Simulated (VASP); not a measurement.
PPt, 2 atoms in the cell. Symmetry: F-43m, No. 216, cubic system. Conventional cell: a = 4.844 Å, b = 4.844 Å, c = 4.844 Å, α = 90.00°, β = 90.00°, γ = 90.00°. Within 2.8 Å of Pt (site symmetry -43m) lie 4 P at 2.10 Å. Within 2.8 Å of P (site symmetry -43m) lie 4 Pt at 2.10 Å. 

- Program: VASP 6.6.1
- Task: single point
- Functional: PBEsol
- Potentials or basis: VASP PAW PBE potentials, release 64 (Pt, P)
- Cutoff: 520 eV
- k mesh: 12 × 12 × 12
- Occupations: gaussian, width 0.05 eV
- Spin: no spin polarisation
- Dipole correction: no
- Further INCAR settings: ALGO = Normal; EDIFF = 1e-06; NBANDS = 14

Potentials or basis: VASP PAW PBE potentials, release 64 (Pt, P).

The run is started by

```sh
$ cat potpaw_PBE.64/Pt/POTCAR potpaw_PBE.64/P/POTCAR > POTCAR
$ mpirun -np 1 vasp_std > vasp.out
```

Hardware: 1 thread of Intel Xeon 8259CL (shared host).

Task: How long does it take, and how much memory?

Result: It took 58 s on 1 thread of Intel Xeon 8259CL (shared host), peak memory 0.18 GiB. Counts: scf iterations 12, k points 72.
